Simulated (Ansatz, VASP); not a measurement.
Two plane-wave programs on Si

```
CELL_PARAMETERS angstrom
-3.33608 3.33608 3.33608
3.33608 -3.33608 3.33608
3.33608 3.33608 -3.33608
ATOMIC_POSITIONS crystal
Si 0.75000 0.25000 0.50000
Si 0.75000 0.50000 0.25000
Si 0.25000 0.75000 0.50000
Si 0.25000 0.50000 0.75000
Si 0.50000 0.75000 0.25000
Si 0.50000 0.25000 0.75000
```

Alike in both runs: task relaxation of cell and atoms; functional revPBE; dispersion D3(BJ); k mesh 5 × 5 × 5; no spin polarisation.

|  | VASP | Ansatz |
| --- | --- | --- |
| version | VASP 6.6.1 | Ansatz 0.2.0 |
| potentials or method | VASP PAW PBE potentials, release 64 (Si), cutoff 500 eV | plane waves, PAW |
| occupations | fermi-dirac, width 0.1 eV | fermi-dirac |
| valence electrons in the cell | 24 | 24 |

|  | VASP | Ansatz | Ansatz less VASP |
| --- | --- | --- | --- |
| relaxed volume (Å³/atom) | 24.64 | 24.72 | +0.077 |
| relaxed cell length with the largest relative difference (Å) | 5.770 | 5.776 | +0.0060 |

VASP's potentials were made for PBE, not for revPBE.
